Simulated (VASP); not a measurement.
# Ti (I4/mmm) in VASP: notebook

The runs below take Ti through single point, with PBEsol.

All numbers are computed with VASP 6.6.1; they aren't measurements. Logs are shortened: lines on timing, memory, paths and dates and some standing lists are left out, and cuts for length are marked.

### Step 1. The cell of the first run

The structure is tetragonal, space group I4/mmm (No. 139). Conventional cell: a = 3.050 Å, b = 3.050 Å, c = 3.130 Å, α = 90.00°, β = 90.00°, γ = 90.00°. Ti (site symmetry 4/mmm) has 14 Ti at 2.66 to 3.13 Å within 3.5 Å.

### Step 2. Single point, PBEsol (strain -0.050 along x and y, -0.025 along z)

Input file INCAR:

```
SYSTEM = Ti
PREC = Accurate
ENCUT = 520
EDIFF = 1E-7
ISMEAR = 0
SIGMA = 0.15
LREAL = .False.
LASPH = .True.
NELM = 100
ALGO = Fast
ISIF = 2
LWAVE = .False.
LCHARG = .False.
GGA = PS
NBANDS = 12
```

Input file KPOINTS:

```
Automatic mesh
0
Gamma
  26 26 26
  0 0 0
```

Input file POSCAR:

```
Ti
1.0
   -1.5248602598      1.5248602598      1.5649881614
    1.5248602598     -1.5248602598      1.5649881614
    1.5248602598      1.5248602598     -1.5649881614
Ti
1
Direct
    0.0000000000      0.0000000000      0.0000000000
```

Potentials or basis: VASP PAW PBE potentials, release 64 (Ti_sv).

The run is started by

```
$ cat potpaw_PBE.64/Ti_sv/POTCAR > POTCAR
$ mpirun -np 1 vasp_std > vasp.out
```

OUTCAR:

```text
SYSTEM = Ti
   PREC = Accurate
   ENCUT = 520
   EDIFF = 1E-7
   ISMEAR = 0
   LREAL = .False.
   LASPH = .True.
   NELM = 100
   ISIF = 2
   GGA = PS

 ion  position               nearest neighbor table
   1  0.000  0.000  0.000-

  LATTYP: Found a body centered tetragonal cell.
 ALAT       =     3.0497205196
 C/A-ratio  =     1.0263157895

  Lattice vectors:

 A1 = (  -1.5248602598,   1.5248602598,   1.5649881614)
 A2 = (   1.5248602598,  -1.5248602598,   1.5649881614)
 A3 = (   1.5248602598,   1.5248602598,  -1.5649881614)

Analysis of symmetry for initial positions (statically):
=====================================================================
 Subroutine PRICEL returns:
 Original cell was already a primitive cell.

 Routine SETGRP: Setting up the symmetry group for a
 body centered tetragonal supercell.

 Subroutine GETGRP returns: Found 16 space group operations
 (whereof 16 operations were pure point group operations)
 out of a pool of 16 trial point group operations.

The static configuration has the point symmetry D_4h.

Analysis of symmetry for dynamics (positions and initial velocities):
=====================================================================
 Subroutine PRICEL returns:
 Original cell was already a primitive cell.

 Routine SETGRP: Setting up the symmetry group for a
 body centered tetragonal supercell.

 Subroutine GETGRP returns: Found 16 space group operations
 (whereof 16 operations were pure point group operations)
 out of a pool of 16 trial point group operations.

The dynamic configuration has the point symmetry D_4h.

 Subroutine INISYM returns: Found 16 space group operations
 (whereof 16 operations are pure point group operations),
 and found     1 'primitive' translations

----------------------------------------------------------------------------------------

                                     Primitive cell

  volume of cell :      14.5556

  direct lattice vectors                    reciprocal lattice vectors
    -1.524860260  1.524860260  1.564988161     0.000000000  0.327898899  0.319491235
     1.524860260 -1.524860260  1.564988161     0.327898899  0.000000000  0.319491235
     1.524860260  1.524860260 -1.564988161     0.327898899  0.327898899  0.000000000

  length of vectors
     2.664504751  2.664504751  2.664504751     0.457812556  0.457812556  0.463719070

  position of ions in fractional coordinates (direct lattice)
     0.000000000  0.000000000  0.000000000

  ion indices of the primitive-cell ions
   primitive index   ion index
                 1           1

----------------------------------------------------------------------------------------

 KPOINTS: Automatic mesh

Automatic generation of k-mesh.
 Grid dimensions read from file:
 generate k-points for:   26   26   26

 Generating k-lattice:

  Cartesian coordinates                     Fractional coordinates (reciprocal lattice)
     0.000000000  0.012611496  0.012288124     0.038461538  0.000000000  0.000000000
     0.012611496  0.000000000  0.012288124     0.000000000  0.038461538  0.000000000
     0.012611496  0.012611496  0.000000000     0.000000000  0.000000000  0.038461538

  Length of vectors
     0.017608175  0.017608175  0.017835349

  Shift w.r.t. Gamma in fractional coordinates (k-lattice)
     0.000000000  0.000000000  0.000000000

 Subroutine IBZKPT returns following result:
 ===========================================

 Found   1330 irreducible k-points:

 Following reciprocal coordinates:
            Coordinates               Weight
  0.000000  0.000000  0.000000      1.000000
  0.038462 -0.000000  0.000000      8.000000
  0.076923 -0.000000  0.000000      8.000000
  0.115385  0.000000 -0.000000      8.000000
  0.153846  0.000000  0.000000      8.000000
  0.192308  0.000000 -0.000000      8.000000
[... 16 lines left out ...]
  0.346154  0.038462  0.000000     16.000000
  0.384615  0.038462 -0.000000     16.000000
 [... further k-points ...]
   k-points           NKPTS =   1330   k-points in BZ     NKDIM =   1330   number of bands    NBANDS=     12
   number of dos      NEDOS =    301   number of ions     NIONS =      1
   total plane-waves  NPLWV =   8000
   dimension x,y,z NGX =    20 NGY =   20 NGZ =   20
   dimension x,y,z NGXF=    40 NGYF=   40 NGZF=   40
   ions per type =               1
   NGX,Y,Z   is equivalent  to a cutoff of  12.48, 12.48, 12.48 a.u.
   NGXF,Y,Z  is equivalent  to a cutoff of  24.96, 24.96, 24.96 a.u.
 SYSTEM =  Ti
   PREC   = accura    normal or accurate (medium, high low for compatibility)
   ISTART =      0    job   : 0-new  1-cont  2-samecut
   ICHARG =      2    charge: 1-file 2-atom 10-const
   ISPIN  =      1    spin polarized calculation?
   LNONCOLLINEAR =      F non collinear calculations
   LSORBIT =      F    spin-orbit coupling
   LASPH  =      T    aspherical Exc in radial PAW
   ENCUT  =  520.0 eV  38.22 Ry    6.18 a.u.   4.95  4.95  4.95*2*pi/ulx,y,z
   NELM   =    100;   NELMIN=  2; NELMDL= -5     # of ELM steps
   EDIFF  = 0.1E-06   stopping-criterion for ELM
   LREAL  =      F    real-space projection
   EDIFFG = 0.1E-05   stopping-criterion for IOM
   NSW    =      0    number of steps for IOM
   IBRION =     -1    ionic relax: 0-MD 1-quasi-New 2-CG
   NFREE  =      0    steps in history (QN), initial steepest desc. (CG)
   ISIF   =      2    stress and relaxation
   ISYM   =      2    0-nonsym 1-usesym 2-fastsym
   POTIM  = 0.5000    time-step for ionic-motion
   TEBEG  =    0.0;   TEEND  =   0.0 temperature during run
   PSTRESS=    0.0 pullay stress
   NELECT =      12.0000    total number of electrons
   NUPDOWN=      -1.0000    fix difference up-down
   EMIN   =  10.00;   EMAX   =-10.00  energy-range for DOS
   EFERMI =   0.00;   METHOD = LEGACY
   ISMEAR =     0;   SIGMA  =   0.15  broadening in eV -4-tet -1-fermi 0-gaus
   EFERMI_NEDOS =   21; number of points for ismear=-14 and -15
   IALGO  =     68    algorithm
   IMIX   =      4    mixing-type and parameters
     AMIX     =   0.40;   BMIX     =  1.00
     AMIX_MAG =   1.60;   BMIX_MAG =  1.00
  volume/ion in A,a.u.               =      14.56        98.23
  Fermi-wavevector in a.u.,A,eV,Ry     =   1.535058  2.900840 32.060821  2.356404
  Thomas-Fermi vector in A             =   2.641900
   LORBIT       =      0    0 simple, 1 ext, 2 COOP (PROOUT), +10 PAW based schemes
   GGA     = PS    functional components
   LHFCALC =     F    Hartree Fock is set to
   AEXX    =    0.0000 exact exchange contribution
   IVDW    =     0    specifies the selected vdW correction
   LEPSILON=     F    determine dielectric tensor
   LRPA    =     F    only Hartree local field effects (RPA)
 non-spin polarized calculation
 RMM-DIIS sequential band-by-band and
 Gauss-broadening in eV      SIGMA  =   0.15
  energy-cutoff  :      520.00
  volume of cell :       14.56
 maximum number of plane-waves:       406
   NGX =  9   NGY =  9   NGZ =  9

 number of electron      12.0000004 magnetization

 Free energy of the ion-electron system (eV)
  ---------------------------------------------------
  ext. energy  EPLUGINS =         0.00000000
  ---------------------------------------------------
  free energy    TOTEN  =        -8.15088035 eV

  energy without entropy =       -8.13109843  energy(sigma->0) =       -8.14098939

 E-fermi :   9.9175     XC(G=0): -12.5011

 val. band max:        9.9165141224   @ k =  -0.3077  -0.3462   0.1154
 cond. band min:       9.9204938784   @ k =   0.4231   0.2308   0.0385
 fundamental gap:      0.0039797559
 Fermi energy:         9.9175271414

 k-point     1 :       0.0000    0.0000    0.0000
  band No.  band energies     occupation
      1     -46.0712      2.00000
      2     -21.7402      2.00000
      3     -21.7400      2.00000
      4     -21.7400      2.00000
      5       3.6412      2.00000
      6      10.9702      0.00000
      7      10.9702      0.00000
      8      11.1978      0.00000
      9      13.0951      0.00000
     10      13.3668      0.00000
     11      28.2800      0.00000
     12      28.7919      0.00000

 k-point     2 :       0.0385   -0.0000    0.0000
  band No.  band energies     occupation
      1     -46.0674      2.00000
      2     -21.7585      2.00000
      3     -21.7452      2.00000
      4     -21.7402      2.00000
      5       3.7016      2.00000
      6      10.9637      0.00000
      7      10.9744      0.00000
      8      11.2105      0.00000
      9      13.0667      0.00000
     10      13.3564      0.00000
     11      28.2848      0.00000
     12      28.7828      0.00000

 k-point     3 :       0.0769   -0.0000    0.0000
  band No.  band energies     occupation
      1     -46.0563      2.00000
      2     -21.8123      2.00000
      3     -21.7606      2.00000
      4     -21.7404      2.00000
      5       3.8798      2.00000
      6      10.9352      0.00000
      7      10.9388      0.00000
      8      11.3022      0.00000
      9      12.9845      0.00000
     10      13.3377      0.00000
     11      28.2649      0.00000
     12      28.6982      0.00000

 k-point     4 :       0.1154    0.0000   -0.0000
  band No.  band energies     occupation
      1     -46.0383      2.00000
      2     -21.8980      2.00000
      3     -21.7852      2.00000
      4     -21.7409      2.00000
      5       4.1678      2.00000
      6      10.8207      0.00000
      7      10.8808      0.00000
      8      11.5085      0.00000
      9      12.8728      0.00000
     10      13.3265      0.00000
     11      28.1147      0.00000
     12      28.5709      0.00000

 k-point     5 :       0.1538    0.0000    0.0000
  band No.  band energies     occupation
      1     -46.0146      2.00000
      2     -22.0097      2.00000
      3     -21.8175      2.00000
      4     -21.7415      2.00000
      5       4.5514      2.00000
      6      10.6570      0.00000
      7      10.7739      0.00000
      8      11.8085      0.00000
      9      12.7785      0.00000
     10      13.3275      0.00000
     11      27.7257      0.00000
     12      28.3644      0.00000
[... 228 lines left out ...]
      1     -45.9058      2.00000
      2     -22.4944      2.00000
      3     -21.9621      2.00000
      4     -21.7498      2.00000
      5       6.2601      2.00000
      6       9.9613      0.67980
      7      10.2729      0.00081
      8      12.8576      0.00000
      9      13.3946      0.00000
     10      13.4632      0.00000
     11      24.7765      0.00000
     12      26.5957      0.00000

 k-point    22 :       0.3077    0.0385    0.0000
  band No.  band energies     occupation
      1     -45.8756      2.00000
      2     -22.6234      2.00000
      3     -22.0023      2.00000
      4     -21.7509      2.00000
      5       6.6343      2.00000
      6       9.7848      1.78926
      7      10.3400      0.00007
      8      12.9688      0.00000
      9      13.4953      0.00000
     10      13.9139      0.00000
     11      23.7331      0.00000
     12      26.0236      0.00000

 k-point    23 :       0.3462    0.0385    0.0000
  band No.  band energies     occupation
      1     -45.8489      2.00000
      2     -22.7358      2.00000
      3     -22.0374      2.00000
      4     -21.7518      2.00000
      5       6.8718      2.00000
      6       9.6339      1.99251
      7      10.5783      0.00000
      8      13.0636      0.00000
      9      13.5608      0.00000
     10      14.3893      0.00000
     11      22.7335      0.00000
     12      25.5148      0.00000

 k-point    24 :       0.3846    0.0385   -0.0000
  band No.  band energies     occupation
      1     -45.8272      2.00000
      2     -22.8257      2.00000
      3     -22.0656      2.00000
      4     -21.7527      2.00000
      5       6.9846      2.00000
      6       9.5151      1.99985
      7      10.9381      0.00000
      8      13.1216      0.00000
      9      13.6356      0.00000
     10      14.8031      0.00000
     11      21.8531      0.00000
     12      25.1038      0.00000

 [... further k-points ...]

------------------------ aborting loop because EDIFF is reached ----------------------------------------

  FORCE on cell =-STRESS in cart. coord.  units (eV):
  Direction    XX          YY          ZZ          XY          YZ          ZX
  --------------------------------------------------------------------------------------
  -------------------------------------------------------------------------------------
  Total        1.5615768      1.5615768      1.5808052      0.0000000      0.0000000     -0.0000000
  in kB      171.8869075    171.8869075    174.0034215      0.0000000      0.0000000     -0.0000000
  external PRESSURE =     172.5924122 kB  Pullay stress =       0.0000000 kB

 VOLUME and BASIS-vectors are now :
 -----------------------------------------------------------------------------
  energy-cutoff  :      520.00
  volume of cell :       14.56
      direct lattice vectors                 reciprocal lattice vectors
    -1.524860260  1.524860260  1.564988161     0.000000000  0.327898899  0.319491235
     1.524860260 -1.524860260  1.564988161     0.327898899  0.000000000  0.319491235
     1.524860260  1.524860260 -1.564988161     0.327898899  0.327898899  0.000000000

 POSITION                                       TOTAL-FORCE (eV/Angst)
 -----------------------------------------------------------------------------------
      0.00000      0.00000      0.00000         0.000000     -0.000000     -0.000000
 -----------------------------------------------------------------------------------
    total drift:                                0.000000      0.000000      0.000000

  FREE ENERGIE OF THE ION-ELECTRON SYSTEM (eV)
  ---------------------------------------------------
  free  energy   TOTEN  =        -8.1508803485 eV

  energy  without entropy=       -8.1310984307  energy(sigma->0) =       -8.14098939
```

It took 6.1 min on 1 thread of Intel Xeon Platinum 8559C (Emerald Rapids), shared host; peak memory 0.33 GiB.

What came out:

- Free energy: -8.1509 eV
- Pressure: 17.3 GPa
- Band gap on the k mesh: zero (band 6 reaches 11.03 eV, above the bottom of band 7 at 9.16 eV)

Caveat: the cell differs from its parent crystal (strain -0.050 along x and y, -0.025 along z); the PAW data sets were made with another functional, which shifts forces and pressure a little.

### Step 3. Single point, PBEsol (strain -0.050 along x and y, +0.000 along z)

Input file INCAR:

```
ALGO = Fast
EDIFF = 1E-7
ENCUT = 520
GGA = PS
ISIF = 2
ISMEAR = 0
LASPH = T
LCHARG = F
LREAL = F
LWAVE = F
NBANDS = 12
NELM = 100
PREC = Accurate
SIGMA = 0.15
```

Input file KPOINTS:

```
k-points
0
Gamma
  26 26 26
```

Input file POSCAR:

```
Ti
1.0
   -1.5248602598      1.5248602598      1.6051160630
    1.5248602598     -1.5248602598      1.6051160630
    1.5248602598      1.5248602598     -1.6051160630
Ti
1
Direct
    0.0000000000      0.0000000000      0.0000000000
```

Potentials or basis: VASP PAW PBE potentials, release 64 (Ti_sv).

The run is started by

```
$ cat potpaw_PBE.64/Ti_sv/POTCAR > POTCAR
$ mpirun -np 1 vasp_std > vasp.out
```

Run time: 5.7 min. Hardware: 1 thread of Intel Xeon Platinum 8559C (Emerald Rapids), shared host; peak memory 0.34 GiB.

It converged, with:

* Free energy: -8.1871 eV
* Pressure: 13.3 GPa
* Band gap on the k mesh: zero (band 6 reaches 10.74 eV, above the bottom of band 7 at 8.94 eV)

Stress tensor (GPa, compression positive):
```
13.18  0.00  0.00
 0.00 13.18  0.00
 0.00  0.00 13.59
```

Levels at points of the mesh, in eV from the Fermi level:
```csv
k point,band 2,band 3,band 4,band 5,band 6,band 7,band 8,band 9,band 10,band 11
"(0.00, 0.00, 0.00)",-31.76,-31.76,-31.76,-6.25,0.97,0.97,1.40,2.95,3.46,17.88
"(0.50, 0.00, 0.00)",-32.86,-32.07,-31.76,-2.86,-0.41,1.58,2.97,3.71,5.12,10.45
"(0.50, 0.50, 0.00)",-32.85,-32.12,-31.80,-2.90,-0.94,1.98,3.58,3.83,5.20,10.86
"(0.50, 0.50, 0.50)",-32.56,-32.45,-32.45,-2.77,-2.59,4.64,4.76,4.76,8.68,10.21
```

Caveat: the cell differs from its parent crystal (strain -0.050 along x and y, +0.000 along z); the PAW data sets were made with another functional, which shifts forces and pressure a little.

### Step 4. Single point, PBEsol (strain -0.025 along x and y, -0.050 along z)

Input file INCAR:

```
SYSTEM = Ti
  PREC = Accurate
  ENCUT = 520
  EDIFF = 1E-6
  ISMEAR = 0
  SIGMA = 0.15
  LREAL = .False.
  LASPH = .True.
  NELM = 80
  ALGO = Fast
  ISIF = 2
  LWAVE = .False.
  LCHARG = .False.
  GGA = PS
  NBANDS = 12
```

Input file KPOINTS:

```
Automatic mesh
0
Gamma
  26 26 26
  0 0 0
```

Input file POSCAR:

```
Ti
1.0
   -1.5649881614      1.5649881614      1.5248602598
    1.5649881614     -1.5649881614      1.5248602598
    1.5649881614      1.5649881614     -1.5248602598
Ti
1
Direct
    0.0000000000      0.0000000000      0.0000000000
```

The run is started by

```
$ cat potpaw_PBE.64/Ti_sv/POTCAR > POTCAR
$ mpirun -np 1 vasp_std > vasp.out
```

Run time: 4.7 min. Hardware: 1 thread of Intel Xeon Platinum 8559C (Emerald Rapids), shared host; peak memory 0.33 GiB.

The run converged. Its results:

```
Free energy            : -8.1874 eV
Pressure               : 13.1 GPa
Band gap on the k mesh : zero (band 6 reaches 10.72 eV, above the bottom of band 7 at 8.86 eV)
```

Stress tensor (GPa, compression positive):
```
13.22  0.00  0.00
 0.00 13.22  0.00
 0.00  0.00 12.76
```

Levels at points of the mesh, in eV from the Fermi level:
```csv
k point,band 3,band 4,band 5,band 6,band 7,band 8,band 9,band 10
"(0.00, 0.00, 0.00)",-31.75,-31.75,-6.24,0.96,1.19,1.19,3.09,3.37
"(0.50, 0.00, 0.00)",-32.09,-31.77,-2.87,-0.68,1.78,3.31,3.76,5.17
"(0.50, 0.50, 0.00)",-32.07,-31.75,-2.85,-0.41,1.57,3.08,3.60,5.14
"(0.50, 0.50, 0.50)",-32.50,-32.45,-2.72,-2.63,4.71,4.71,4.76,9.43
```

Caveat: the cell differs from its parent crystal (strain -0.025 along x and y, -0.050 along z); the PAW data sets were made with another functional, which shifts forces and pressure a little.

### Step 5. The runs side by side

```tsv
cell	further INCAR settings	gap on the mesh (eV)	pressure (GPa)
a = 2.665 Å, angles 110.2, 110.2, 108.1°, 1 atom	ALGO = Fast; EDIFF = 1e-07; NBANDS = 12	none	17.3
a = 2.688 Å, angles 110.9, 110.9, 106.7°, 1 atom	ALGO = Fast; EDIFF = 1e-07; NBANDS = 12	none	13.3
a = 2.688 Å, angles 108.8, 108.8, 110.9°, 1 atom	ALGO = Fast; EDIFF = 1e-06; NBANDS = 12	none	13.1
```

Alike in all rows: task single point; level PBEsol; potentials or basis VASP PAW PBE potentials, release 64 (Ti_sv); no spin polarisation; k mesh 26 × 26 × 26; cutoff (eV) 520; smearing gaussian 0.15 eV.

Caveats: the PAW data sets were made with another functional, which shifts forces and pressure a little.

Absolute energies hang on the potentials; compare differences alone.
